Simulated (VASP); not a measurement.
Here is a VASP 6.6.1 calculation.

The input INCAR:

```
PREC = Accurate
ENCUT = 520
EDIFF = 1E-6
ISMEAR = -1
SIGMA = 0.05
LREAL = False
LASPH = True
NELM = 150
ALGO = Fast
ISIF = 2
LWAVE = False
LCHARG = False
ISPIN = 2
MAGMOM = 3
LORBIT = 11
LMAXMIX = 4
NBANDS = 14
```

KPOINTS

```
Automatic mesh
0
Gamma
  13 13 13
```

File POSCAR:

```
Fe
1.0
   -1.4333151444      1.4333151444      1.4333151444
    1.4333151444     -1.4333151444      1.4333151444
    1.4333151444      1.4333151444     -1.4333151444
Fe
1
Direct
    0.0000000000      0.0000000000      0.0000000000
```

Potentials or basis: VASP PAW LDA potentials, release 64 (Fe).

Command:

```console
$ cat potpaw_LDA.64/Fe/POTCAR > POTCAR
$ mpirun -np 1 vasp_std > vasp.out
```

(1) What does it give for the pressure?

(2) What does it give for the net moment?

(3) Predict the site moments.

Results:

(1) -24.5 GPa.

(2) 2.13 μB per cell.

(3) Fe +2.11 μB.
